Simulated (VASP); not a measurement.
# TaSnBr (Pmmm) in VASP: single point with PBE

Aim: the single point of TaSnBr with PBE.

Everything below comes from runs of VASP 6.6.1. Logs are shortened: lines on timing, memory, paths and dates and some standing lists are left out, and cuts for length are marked.

## Step 1: The cell of the first run

Symmetry: Pmmm, No. 47, orthorhombic system. The conventional cell has a = 3.013 Å, b = 4.412 Å, c = 6.061 Å, α = 90.00°, β = 90.00°, γ = 90.00°. Within 3.5 Å of Ta (site symmetry mmm) lie 4 Br at 2.67 Å and 2 Ta at 3.01 Å. Sn (site symmetry mmm) has 2 Sn at 3.01 Å and 2 Br at 3.03 Å and 8 Ta at 4.04 Å within 4.1 Å. Within 3.5 Å of Br (site symmetry mmm) lie 4 Ta at 2.67 Å and 2 Br at 3.01 Å and 2 Sn at 3.03 Å.

The cell was built from a structure type or drawn by symmetry, and may not be a known phase.

## Step 2: Single point, PBE

File INCAR:

```
PREC = Accurate ; ENCUT = 520
EDIFF = 1E-7 ; ISMEAR = 0
SIGMA = 0.1 ; LREAL = F
LASPH = T ; NELM = 100
ALGO = Normal ; ISIF = 2
LWAVE = F ; LCHARG = F
GGA = PE ; NBANDS = 23
```

File KPOINTS:

```
regular mesh
0
Gamma
  16 10 8
```

File POSCAR:

```
TaSnBr
1.0
    3.0129918816      0.0000000000      0.0000000000
    0.0000000000      4.4116430110      0.0000000000
    0.0000000000      0.0000000000      6.0607857286
Ta Sn Br
1 1 1
Direct
    0.0000000000      0.0000000000      0.0000000000
    0.5000000000      0.5000000000      0.5000000000
    0.5000000000      0.5000000000      0.0000000000
```

Potentials or basis: VASP PAW PBE potentials, release 64 (Ta_pv, Sn_d, Br).

On the command line:

```console
$ cat potpaw_PBE.64/Ta_pv/POTCAR potpaw_PBE.64/Sn_d/POTCAR potpaw_PBE.64/Br/POTCAR > POTCAR
$ mpirun -np 1 vasp_std > vasp.out
```

OUTCAR:

```text
PREC = Accurate
   ENCUT = 520
   EDIFF = 1E-7
   ISMEAR = 0
   LREAL = F
   LASPH = T
   NELM = 100
   ISIF = 2
   GGA = PE

 ion  position               nearest neighbor table
   1  0.000  0.000  0.000-   3 2.67   3 2.67   3 2.67   3 2.67
   2  0.500  0.500  0.500-   3 3.03   3 3.03
   3  0.500  0.500  0.000-   1 2.67   1 2.67   1 2.67   1 2.67   2 3.03   2 3.03

  LATTYP: Found a simple orthorhombic cell.
 ALAT       =     3.0129918816
 B/A-ratio  =     1.4642067368
 C/A-ratio  =     2.0115506336

  Lattice vectors:

 A1 = (   3.0129918816,   0.0000000000,   0.0000000000)
 A2 = (   0.0000000000,   4.4116430110,   0.0000000000)
 A3 = (   0.0000000000,   0.0000000000,   6.0607857286)

Analysis of symmetry for initial positions (statically):
=====================================================================
 Subroutine PRICEL returns:
 Original cell was already a primitive cell.

 Routine SETGRP: Setting up the symmetry group for a
 simple orthorhombic supercell.

 Subroutine GETGRP returns: Found  8 space group operations
 (whereof  8 operations were pure point group operations)
 out of a pool of  8 trial point group operations.

The static configuration has the point symmetry D_2h.

Analysis of symmetry for dynamics (positions and initial velocities):
=====================================================================
 Subroutine PRICEL returns:
 Original cell was already a primitive cell.

 Routine SETGRP: Setting up the symmetry group for a
 simple orthorhombic supercell.

 Subroutine GETGRP returns: Found  8 space group operations
 (whereof  8 operations were pure point group operations)
 out of a pool of  8 trial point group operations.

The dynamic configuration has the point symmetry D_2h.

 Subroutine INISYM returns: Found  8 space group operations
 (whereof  8 operations are pure point group operations),
 and found     1 'primitive' translations

----------------------------------------------------------------------------------------

                                     Primitive cell

  volume of cell :      80.5614

  direct lattice vectors                    reciprocal lattice vectors
     3.012991882  0.000000000  0.000000000     0.331896015  0.000000000  0.000000000
     0.000000000  4.411643011  0.000000000     0.000000000  0.226672919  0.000000000
     0.000000000  0.000000000  6.060785729     0.000000000  0.000000000  0.164995109

  length of vectors
     3.012991882  4.411643011  6.060785729     0.331896015  0.226672919  0.164995109

  position of ions in fractional coordinates (direct lattice)
     0.000000000  0.000000000  0.000000000
     0.500000000  0.500000000  0.500000000
     0.500000000  0.500000000  0.000000000

  ion indices of the primitive-cell ions
   primitive index   ion index
                 1           1
                 2           2
                 3           3

----------------------------------------------------------------------------------------

 KPOINTS: regular mesh

Automatic generation of k-mesh.
 Grid dimensions read from file:
 generate k-points for:   16   10    8

 Generating k-lattice:

  Cartesian coordinates                     Fractional coordinates (reciprocal lattice)
     0.020743501  0.000000000  0.000000000     0.062500000  0.000000000  0.000000000
     0.000000000  0.022667292  0.000000000     0.000000000  0.100000000  0.000000000
     0.000000000  0.000000000  0.020624389     0.000000000  0.000000000  0.125000000

  Length of vectors
     0.020743501  0.022667292  0.020624389

  Shift w.r.t. Gamma in fractional coordinates (k-lattice)
     0.000000000  0.000000000  0.000000000

 Subroutine IBZKPT returns following result:
 ===========================================

 Found    270 irreducible k-points:

 Following reciprocal coordinates:
            Coordinates               Weight
  0.000000  0.000000  0.000000      1.000000
  0.062500  0.000000  0.000000      2.000000
  0.125000  0.000000  0.000000      2.000000
  0.187500  0.000000  0.000000      2.000000
  0.250000  0.000000  0.000000      2.000000
  0.312500  0.000000  0.000000      2.000000
[... 16 lines left out ...]
  0.250000  0.200000  0.000000      4.000000
  0.312500  0.200000  0.000000      4.000000
 [... further k-points ...]
   k-points           NKPTS =    270   k-points in BZ     NKDIM =    270   number of bands    NBANDS=     23
   number of dos      NEDOS =    301   number of ions     NIONS =      3
   total plane-waves  NPLWV =  41472
   dimension x,y,z NGX =    24 NGY =   36 NGZ =   48
   dimension x,y,z NGXF=    48 NGYF=   72 NGZF=   96
   ions per type =               1   1   1
   NGX,Y,Z   is equivalent  to a cutoff of  13.24, 13.57, 13.17 a.u.
   NGXF,Y,Z  is equivalent  to a cutoff of  26.48, 27.13, 26.33 a.u.
 SYSTEM =  unknown system
   PREC   = accura    normal or accurate (medium, high low for compatibility)
   ISTART =      0    job   : 0-new  1-cont  2-samecut
   ICHARG =      2    charge: 1-file 2-atom 10-const
   ISPIN  =      1    spin polarized calculation?
   LNONCOLLINEAR =      F non collinear calculations
   LSORBIT =      F    spin-orbit coupling
   LASPH  =      T    aspherical Exc in radial PAW
   ENCUT  =  520.0 eV  38.22 Ry    6.18 a.u.   5.60  8.20 11.27*2*pi/ulx,y,z
   NELM   =    100;   NELMIN=  2; NELMDL= -5     # of ELM steps
   EDIFF  = 0.1E-06   stopping-criterion for ELM
   LREAL  =      F    real-space projection
   EDIFFG = 0.1E-05   stopping-criterion for IOM
   NSW    =      0    number of steps for IOM
   IBRION =     -1    ionic relax: 0-MD 1-quasi-New 2-CG
   NFREE  =      0    steps in history (QN), initial steepest desc. (CG)
   ISIF   =      2    stress and relaxation
   ISYM   =      2    0-nonsym 1-usesym 2-fastsym
   POTIM  = 0.5000    time-step for ionic-motion
   TEBEG  =    0.0;   TEEND  =   0.0 temperature during run
   PSTRESS=    0.0 pullay stress
   NELECT =      32.0000    total number of electrons
   NUPDOWN=      -1.0000    fix difference up-down
   EMIN   =  10.00;   EMAX   =-10.00  energy-range for DOS
   EFERMI =   0.00;   METHOD = LEGACY
   ISMEAR =     0;   SIGMA  =   0.10  broadening in eV -4-tet -1-fermi 0-gaus
   EFERMI_NEDOS =   21; number of points for ismear=-14 and -15
   IALGO  =     38    algorithm
   IMIX   =      4    mixing-type and parameters
     AMIX     =   0.40;   BMIX     =  1.00
     AMIX_MAG =   1.60;   BMIX_MAG =  1.00
  volume/ion in A,a.u.               =      26.85       181.22
  Fermi-wavevector in a.u.,A,eV,Ry     =   1.203416  2.274126 19.704090  1.448210
  Thomas-Fermi vector in A             =   2.339170
   LORBIT       =      0    0 simple, 1 ext, 2 COOP (PROOUT), +10 PAW based schemes
   GGA     = PE    functional components
   LHFCALC =     F    Hartree Fock is set to
   AEXX    =    0.0000 exact exchange contribution
   IVDW    =     0    specifies the selected vdW correction
   LEPSILON=     F    determine dielectric tensor
   LRPA    =     F    only Hartree local field effects (RPA)
 non-spin polarized calculation
 Gauss-broadening in eV      SIGMA  =   0.10
  energy-cutoff  :      520.00
  volume of cell :       80.56
 maximum number of plane-waves:      2202
 NGX is ok and might be reduce to    24
   NGX = 11   NGY = 17   NGZ = 23

 number of electron      31.9999998 magnetization

 Free energy of the ion-electron system (eV)
  ---------------------------------------------------
  ext. energy  EPLUGINS =         0.00000000
  ---------------------------------------------------
  free energy    TOTEN  =       -13.99770253 eV

  energy without entropy =      -13.98354189  energy(sigma->0) =      -13.99062221

 E-fermi :   5.5384     XC(G=0):  -9.9382

 val. band max:        5.5383525346   @ k =   0.4375   0.5000   0.0000
 cond. band min:       5.5417396263   @ k =   0.3750   0.5000   0.1250
 fundamental gap:      0.0033870917
 Fermi energy:         5.5384285164

 k-point     1 :       0.0000    0.0000    0.0000
  band No.  band energies     occupation
      1     -29.9700      2.00000
      2     -29.6839      2.00000
      3     -29.3777      2.00000
      4     -16.4725      2.00000
      5     -16.3294      2.00000
      6     -16.3104      2.00000
[... 15 lines left out ...]
     22      10.6462      0.00000
     23      10.9805      0.00000

 k-point     2 :       0.0625    0.0000    0.0000
  band No.  band energies     occupation
      1     -29.9675      2.00000
      2     -29.6821      2.00000
      3     -29.3975      2.00000
      4     -16.4598      2.00000
      5     -16.3271      2.00000
      6     -16.3098      2.00000
[... 15 lines left out ...]
     22      10.8403      0.00000
     23      11.0399      0.00000

 k-point     3 :       0.1250    0.0000    0.0000
  band No.  band energies     occupation
      1     -29.9602      2.00000
      2     -29.6768      2.00000
      3     -29.4535      2.00000
      4     -16.4252      2.00000
      5     -16.3184      2.00000
      6     -16.3082      2.00000
[... 15 lines left out ...]
     22      10.6794      0.00000
     23      11.2595      0.00000

 k-point     4 :       0.1875    0.0000    0.0000
  band No.  band energies     occupation
      1     -29.9492      2.00000
      2     -29.6688      2.00000
      3     -29.5363      2.00000
      4     -16.3833      2.00000
      5     -16.3058      2.00000
      6     -16.2954      2.00000
[... 15 lines left out ...]
     22       9.0438      0.00000
     23      11.4678      0.00000

 k-point     5 :       0.2500    0.0000    0.0000
  band No.  band energies     occupation
      1     -29.9362      2.00000
      2     -29.6594      2.00000
      3     -29.6326      2.00000
      4     -16.3559      2.00000
      5     -16.3030      2.00000
      6     -16.2852      2.00000
[... 434 lines left out ...]
 k-point    22 :       0.1875    0.2000    0.0000
  band No.  band energies     occupation
      1     -29.9566      2.00000
      2     -29.6685      2.00000
      3     -29.5352      2.00000
      4     -16.3827      2.00000
      5     -16.3066      2.00000
      6     -16.2930      2.00000
[... 15 lines left out ...]
     22      10.1321      0.00000
     23      10.2807      0.00000

 k-point    23 :       0.2500    0.2000    0.0000
  band No.  band energies     occupation
      1     -29.9430      2.00000
      2     -29.6591      2.00000
      3     -29.6312      2.00000
      4     -16.3550      2.00000
      5     -16.3038      2.00000
      6     -16.2851      2.00000
[... 15 lines left out ...]
     22      10.3962      0.00000
     23      10.6308      0.00000

 k-point    24 :       0.3125    0.2000    0.0000
  band No.  band energies     occupation
      1     -29.9293      2.00000
      2     -29.7258      2.00000
      3     -29.6497      2.00000
      4     -16.3420      2.00000
      5     -16.3111      2.00000
      6     -16.3009      2.00000
[... 15 lines left out ...]
     22      10.2795      0.00000
     23      10.7374      0.00000

 [... further k-points ...]

------------------------ aborting loop because EDIFF is reached ----------------------------------------

  FORCE on cell =-STRESS in cart. coord.  units (eV):
  Direction    XX          YY          ZZ          XY          YZ          ZX
  --------------------------------------------------------------------------------------
  -------------------------------------------------------------------------------------
  Total        0.0166740      0.0259024     -0.0165142      0.0000000      0.0000000      0.0000000
  in kB        0.3316070      0.5151376     -0.3284286      0.0000000      0.0000000      0.0000000
  external PRESSURE =       0.1727720 kB  Pullay stress =       0.0000000 kB

 VOLUME and BASIS-vectors are now :
 -----------------------------------------------------------------------------
  energy-cutoff  :      520.00
  volume of cell :       80.56
      direct lattice vectors                 reciprocal lattice vectors
     3.012991882  0.000000000  0.000000000     0.331896015  0.000000000  0.000000000
     0.000000000  4.411643011  0.000000000     0.000000000  0.226672919  0.000000000
     0.000000000  0.000000000  6.060785729     0.000000000  0.000000000  0.164995109

 POSITION                                       TOTAL-FORCE (eV/Angst)
 -----------------------------------------------------------------------------------
      0.00000      0.00000      0.00000         0.000000      0.000000      0.000000
      1.50650      2.20582      3.03039         0.000000      0.000000      0.000000
      1.50650      2.20582      0.00000         0.000000      0.000000      0.000000
 -----------------------------------------------------------------------------------
    total drift:                                0.000000      0.000000      0.000000

  FREE ENERGIE OF THE ION-ELECTRON SYSTEM (eV)
  ---------------------------------------------------
  free  energy   TOTEN  =       -13.9977025280 eV

  energy  without entropy=      -13.9835418897  energy(sigma->0) =      -13.99062221
```

It took 6.1 min on 1 thread of AMD EPYC 7R13 (Zen 3), shared host; peak memory 0.6 GiB.

What came out:

```
Free energy            : -13.9977 eV
Pressure               : 0.0 GPa
Band gap on the k mesh : zero (bands 16 and 17 overlap by 1.49 eV)
```

Caveat: spin-orbit coupling is left out, which moves the levels of the heavy elements.
